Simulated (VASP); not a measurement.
# As3P13 (P1) in VASP: single point with PBE+D3(BJ)

Aim: the single point of As3P13 with PBE+D3(BJ).

All numbers are computed with VASP 6.6.1; they aren't measurements. Logs are shortened: lines on timing, memory, paths and dates and some standing lists are left out, and cuts for length are marked.

**1. The cell of the first run**

The typed cell holds 16 atoms: a = 7.103 Å, b = 7.103 Å, c = 7.303 Å, α = 67.76°, β = 67.76°, γ = 77.08°.

**2. Single point, PBE+D3(BJ)**

INCAR

```
PREC = Accurate
ENCUT = 520
EDIFF = 1E-6
ISMEAR = 0
SIGMA = 0.1
LREAL = Auto
LASPH = True
NELM = 60
ALGO = Normal
ISIF = 2
LWAVE = False
LCHARG = False
GGA = PE
IVDW = 12
NBANDS = 54
```

KPOINTS

```
Automatic mesh
0
Gamma
  4 4 4
```

POSCAR

```
As3P13
1.0
    1.6757126000      5.2973618500      4.4255507000
    1.6757126000      5.2973618500     -4.4255507000
   -5.0271377900      5.2973618500      0.0000000000
As P
3 13
Direct
    0.1165550000      0.0358750000      0.0508100000
    0.8665550000      0.7858750000      0.5508100000
    0.4108750000      0.9915550000      0.8008100000
    0.6165550000      0.5358750000      0.0508100000
    0.3665550000      0.2858750000      0.5508100000
    0.5891250000      0.0084450000      0.1991900000
    0.0891250000      0.5084450000      0.1991900000
    0.3391250000      0.7584450000      0.6991900000
    0.8391250000      0.2584450000      0.6991900000
    0.1334450000      0.2141250000      0.4491900000
    0.6334450000      0.7141250000      0.4491900000
    0.8834450000      0.9641250000      0.9491900000
    0.3834450000      0.4641250000      0.9491900000
    0.6608750000      0.2415550000      0.3008100000
    0.1608750000      0.7415550000      0.3008100000
    0.9108750000      0.4915550000      0.8008100000
```

Potentials or basis: VASP PAW PBE potentials, release 64 (As, P).

On the command line:

```bash
$ cat potpaw_PBE.64/As/POTCAR potpaw_PBE.64/P/POTCAR > POTCAR
$ mpirun -np 1 vasp_std > vasp.out
```

OUTCAR:

```text
PREC = Accurate
   ENCUT = 520
   EDIFF = 1E-6
   ISMEAR = 0
   LREAL = Auto
   LASPH = True
   NELM = 60
   ISIF = 2
   GGA = PE
   IVDW = 12
 IVDW          = 12

 ion  position               nearest neighbor table
   1  0.117  0.036  0.051-   3 2.25  15 2.25  12 2.27
   2  0.867  0.786  0.551-  15 2.25  16 2.25  11 2.27
   3  0.411  0.992  0.801-   1 2.25   5 2.25   8 2.27
   4  0.617  0.536  0.051-  14 2.25  16 2.25  13 2.27
   5  0.367  0.286  0.551-   3 2.25  14 2.25  10 2.27
   6  0.589  0.008  0.199-  11 2.25  12 2.25  14 2.27
[... 8 lines left out ...]
  15  0.161  0.742  0.301-   1 2.25   2 2.25   7 2.27
  16  0.911  0.492  0.801-   2 2.25   4 2.25   9 2.27

  LATTYP: Found a base centered monoclinic cell.
 ALAT       =    11.1121654573
 B/A-ratio  =     0.7965235430
 C/A-ratio  =     0.6572097805
 COS(beta)  =    -0.4839783481

  Lattice vectors:

 A1 = (  -1.6757126000,  -5.2973618500,  -4.4255507000)
 A2 = (  -1.6757126000,  -5.2973618500,   4.4255507000)
 A3 = (  -5.0271377900,   5.2973618500,   0.0000000000)

Analysis of symmetry for initial positions (statically):
=====================================================================
 Subroutine PRICEL returns:
 Original cell was already a primitive cell.

 Routine SETGRP: Setting up the symmetry group for a
 base centered monoclinic supercell.

 Subroutine GETGRP returns: Found  1 space group operations
 (whereof  1 operations were pure point group operations)
 out of a pool of  4 trial point group operations.

The static configuration has the point symmetry C_1 .

Analysis of symmetry for dynamics (positions and initial velocities):
=====================================================================
 Subroutine PRICEL returns:
 Original cell was already a primitive cell.

 Routine SETGRP: Setting up the symmetry group for a
 base centered monoclinic supercell.

 Subroutine GETGRP returns: Found  1 space group operations
 (whereof  1 operations were pure point group operations)
 out of a pool of  4 trial point group operations.

The dynamic configuration has the point symmetry C_1 .

 Subroutine INISYM returns: Found  1 space group operations
 (whereof  1 operations are pure point group operations),
 and found     1 'primitive' translations

----------------------------------------------------------------------------------------

                                     Primitive cell

  volume of cell :     314.2798

  direct lattice vectors                    reciprocal lattice vectors
     1.675712600  5.297361850  4.425550700     0.074595131  0.070789954  0.112980290
     1.675712600  5.297361850 -4.425550700     0.074595131  0.070789954 -0.112980290
    -5.027137790  5.297361850  0.000000000    -0.149190261  0.047193303  0.000000000

  length of vectors
     7.103207324  7.103207324  7.303023821     0.152774988  0.152774988  0.156476649

  position of ions in fractional coordinates (direct lattice)
     0.116555000  0.035875000  0.050810000
     0.866555000  0.785875000  0.550810000
     0.410875000  0.991555000  0.800810000
     0.616555000  0.535875000  0.050810000
     0.366555000  0.285875000  0.550810000
     0.589125000  0.008445000  0.199190000
[... 8 lines left out ...]
     0.160875000  0.741555000  0.300810000
     0.910875000  0.491555000  0.800810000

  ion indices of the primitive-cell ions
   primitive index   ion index
                 1           1
                 2           2
                 3           3
                 4           4
                 5           5
                 6           6
[... 8 lines left out ...]
                15          15
                16          16

----------------------------------------------------------------------------------------

 KPOINTS: Automatic mesh

Automatic generation of k-mesh.
 Grid dimensions read from file:
 generate k-points for:    4    4    4

 Generating k-lattice:

  Cartesian coordinates                     Fractional coordinates (reciprocal lattice)
     0.018648783  0.017697488  0.028245072     0.250000000  0.000000000 -0.000000000
     0.018648783  0.017697488 -0.028245072     0.000000000  0.250000000 -0.000000000
    -0.037297565  0.011798326  0.000000000    -0.000000000 -0.000000000  0.250000000

  Length of vectors
     0.038193747  0.038193747  0.039119162

  Shift w.r.t. Gamma in fractional coordinates (k-lattice)
     0.000000000  0.000000000  0.000000000

 Subroutine IBZKPT returns following result:
 ===========================================

 Found     36 irreducible k-points:

 Following reciprocal coordinates:
            Coordinates               Weight
  0.000000  0.000000  0.000000      1.000000
  0.250000  0.000000 -0.000000      2.000000
  0.000000 -0.250000  0.000000      2.000000
  0.500000  0.000000 -0.000000      1.000000
  0.000000  0.500000 -0.000000      1.000000
  0.250000  0.250000 -0.000000      2.000000
[... 16 lines left out ...]
  0.500000  0.500000  0.250000      2.000000
 -0.250000  0.500000  0.250000      2.000000
 [... further k-points ...]
   k-points           NKPTS =     36   k-points in BZ     NKDIM =     36   number of bands    NBANDS=     54
   number of dos      NEDOS =    301   number of ions     NIONS =     16
   total plane-waves  NPLWV = 157464
   dimension x,y,z NGX =    54 NGY =   54 NGZ =   54
   dimension x,y,z NGXF=   108 NGYF=  108 NGZF=  108
   ions per type =               3  13
   NGX,Y,Z   is equivalent  to a cutoff of  12.64, 12.64, 12.29 a.u.
   NGXF,Y,Z  is equivalent  to a cutoff of  25.28, 25.28, 24.59 a.u.
 SYSTEM =  unknown system
   PREC   = accura    normal or accurate (medium, high low for compatibility)
   ISTART =      0    job   : 0-new  1-cont  2-samecut
   ICHARG =      2    charge: 1-file 2-atom 10-const
   ISPIN  =      1    spin polarized calculation?
   LNONCOLLINEAR =      F non collinear calculations
   LSORBIT =      F    spin-orbit coupling
   LASPH  =      T    aspherical Exc in radial PAW
   ENCUT  =  520.0 eV  38.22 Ry    6.18 a.u.  13.21 13.21 13.58*2*pi/ulx,y,z
   NELM   =     60;   NELMIN=  2; NELMDL= -5     # of ELM steps
   EDIFF  = 0.1E-05   stopping-criterion for ELM
   LREAL  =      T    real-space projection
   EDIFFG = 0.1E-04   stopping-criterion for IOM
   NSW    =      0    number of steps for IOM
   IBRION =     -1    ionic relax: 0-MD 1-quasi-New 2-CG
   NFREE  =      0    steps in history (QN), initial steepest desc. (CG)
   ISIF   =      2    stress and relaxation
   ISYM   =      2    0-nonsym 1-usesym 2-fastsym
   POTIM  = 0.5000    time-step for ionic-motion
   TEBEG  =    0.0;   TEEND  =   0.0 temperature during run
   PSTRESS=    0.0 pullay stress
   NELECT =      80.0000    total number of electrons
   NUPDOWN=      -1.0000    fix difference up-down
   EMIN   =  10.00;   EMAX   =-10.00  energy-range for DOS
   EFERMI =   0.00;   METHOD = LEGACY
   ISMEAR =     0;   SIGMA  =   0.10  broadening in eV -4-tet -1-fermi 0-gaus
   EFERMI_NEDOS =   21; number of points for ismear=-14 and -15
   IALGO  =     38    algorithm
   IMIX   =      4    mixing-type and parameters
     AMIX     =   0.40;   BMIX     =  1.00
     AMIX_MAG =   1.60;   BMIX_MAG =  1.00
  volume/ion in A,a.u.               =      19.64       132.55
  Fermi-wavevector in a.u.,A,eV,Ry     =   1.037527  1.960641 14.646153  1.076462
  Thomas-Fermi vector in A             =   2.171969
   LORBIT       =      0    0 simple, 1 ext, 2 COOP (PROOUT), +10 PAW based schemes
   GGA     = PE    functional components
   LHFCALC =     F    Hartree Fock is set to
   AEXX    =    0.0000 exact exchange contribution
   IVDW    =    12    specifies the selected vdW correction
   LEPSILON=     F    determine dielectric tensor
   LRPA    =     F    only Hartree local field effects (RPA)
 non-spin polarized calculation
 Gauss-broadening in eV      SIGMA  =   0.10
  energy-cutoff  :      520.00
  volume of cell :      314.28
 maximum number of plane-waves:      8506
 NGX is ok and might be reduce to    54
   NGX = 27   NGY = 27   NGZ = 27

 number of electron      80.0000005 magnetization

 Free energy of the ion-electron system (eV)
  ---------------------------------------------------
  ext. energy  EPLUGINS =         0.00000000
  ---------------------------------------------------
  free energy    TOTEN  =       -82.57679051 eV

  energy without entropy =      -82.57596428  energy(sigma->0) =      -82.57637739

 E-fermi :   6.3759     XC(G=0):  -9.8020

 val. band max:        6.2736247067   @ k =   0.5000   0.5000   0.5000
 cond. band min:       6.5011199152   @ k =   0.5000   0.5000   0.2500
 fundamental gap:      0.2274952085
 Fermi energy:         6.3758874571

 k-point     1 :       0.0000    0.0000    0.0000
  band No.  band energies     occupation
      1      -9.6215      2.00000
      2      -7.8437      2.00000
      3      -7.5643      2.00000
      4      -7.3611      2.00000
      5      -7.2892      2.00000
      6      -6.6972      2.00000
[... 44 lines left out ...]
     51       8.3103      0.00000
     52       9.2386      0.00000

 k-point     2 :       0.2500    0.0000   -0.0000
  band No.  band energies     occupation
      1      -9.4763      2.00000
      2      -8.3822      2.00000
      3      -7.6230      2.00000
      4      -7.2795      2.00000
      5      -7.1105      2.00000
      6      -6.6790      2.00000
[... 44 lines left out ...]
     51       8.8099      0.00000
     52       8.9195      0.00000

 k-point     3 :       0.0000   -0.2500    0.0000
  band No.  band energies     occupation
      1      -9.4829      2.00000
      2      -8.3492      2.00000
      3      -7.6287      2.00000
      4      -7.3397      2.00000
      5      -7.0976      2.00000
      6      -6.7283      2.00000
[... 44 lines left out ...]
     51       8.7441      0.00000
     52       8.8850      0.00000
[... 1046 lines left out ...]
 k-point    23 :       0.5000    0.5000    0.2500
  band No.  band energies     occupation
      1      -9.2483      2.00000
      2      -8.3238      2.00000
      3      -7.9213      2.00000
      4      -7.7607      2.00000
      5      -7.0111      2.00000
      6      -6.7825      2.00000
[... 44 lines left out ...]
     51       8.8313      0.00000
     52       8.9330      0.00000

 k-point    24 :      -0.2500    0.5000    0.2500
  band No.  band energies     occupation
      1      -8.9925      2.00000
      2      -8.7632      2.00000
      3      -8.2311      2.00000
      4      -7.5798      2.00000
      5      -6.8548      2.00000
      6      -6.6280      2.00000
[... 44 lines left out ...]
     51       8.8391      0.00000
     52       8.9766      0.00000

 [... further k-points ...]

 [bands above 52 left out]

------------------------ aborting loop because EDIFF is reached ----------------------------------------

 Edisp (eV)   -5.98239

 E8    (eV) :    -2.3204

  FORCE on cell =-STRESS in cart. coord.  units (eV):
  Direction    XX          YY          ZZ          XY          YZ          ZX
  --------------------------------------------------------------------------------------
  -------------------------------------------------------------------------------------
  Total       3.52873     3.79179     3.38233     0.01022     0.75635     0.26260
  in kB      17.98921    19.33030    17.24287     0.05210     3.85584     1.33869
  external pressure =       18.19 kB  Pullay stress =        0.00 kB

 VOLUME and BASIS-vectors are now :
 -----------------------------------------------------------------------------
  energy-cutoff  :      520.00
  volume of cell :      314.28
      direct lattice vectors                 reciprocal lattice vectors
     1.675712600  5.297361850  4.425550700     0.074595131  0.070789954  0.112980290
     1.675712600  5.297361850 -4.425550700     0.074595131  0.070789954 -0.112980290
    -5.027137790  5.297361850  0.000000000    -0.149190261  0.047193303  0.000000000

 POSITION                                       TOTAL-FORCE (eV/Angst)
 -----------------------------------------------------------------------------------
      0.00000      1.07664      0.35705        -1.196408      1.265355     -2.414373
      0.00000     11.67136      0.35705        -0.018374      1.328779     -1.285610
     -1.67571     11.67136     -2.56983         1.212352      1.280904      2.390498
      1.67571      6.37400      0.35705        -0.044859     -0.113765      0.211809
     -1.67571      6.37400      0.35705         1.115878     -0.168254     -0.787275
      0.00000      4.22073      2.56983        -0.014992      0.068224      0.113875
[... 8 lines left out ...]
      0.00000      6.37400     -2.56983        -0.033574     -0.211804      1.762542
     -1.67571     11.67136      1.85572        -1.073225     -0.159408      0.764266
 -----------------------------------------------------------------------------------
    total drift:                               -0.005123      0.003830      0.011217

  FREE ENERGIE OF THE ION-ELECTRON SYSTEM (eV)
  ---------------------------------------------------
  free  energy   TOTEN  =       -88.5591812165 eV

  energy  without entropy=      -88.5583549845  energy(sigma->0) =      -88.55876810
```

It took 20 min on 1 thread of Intel Xeon Platinum 8259CL at 2.50GHz (Skylake/Cascade Lake), shared host; peak memory 0.6 GiB.

What came out:

| Quantity | Value |
| --- | --- |
| Free energy | -88.5592 eV |
| Pressure | 1.8 GPa |
| Largest force | 2.977 eV/Å |
| Band gap on the k mesh | 0.23 eV (least direct gap 0.28 eV) |
| Dispersion energy per atom | -0.374 eV |

Forces on the atoms (eV/Å):
```
As  -1.196  1.265 -2.414
As  -0.018  1.329 -1.286
As   1.212  1.281  2.390
P   -0.045 -0.114  0.212
P    1.116 -0.168 -0.787
P   -0.015  0.068  0.114
P    0.009  0.128  0.177
P    0.031 -1.200  0.604
P   -0.020  0.127  0.158
P    0.029  0.131 -0.166
P    0.014 -1.270 -0.552
P   -0.046 -1.188 -0.593
P    0.004  0.081 -0.122
P    0.032 -0.098 -0.263
P   -0.034 -0.212  1.763
P   -1.073 -0.159  0.764
```

Stress tensor (GPa, compression positive):
```
1.80 0.01 0.13
0.01 1.93 0.39
0.13 0.39 1.72
```

Caveat: semilocal functionals underestimate gaps, and a narrow one can read as zero; forces of over 1 eV/Å act on the atoms, so gaps and moduli don't describe the material at rest. A k mesh can miss the band edges.
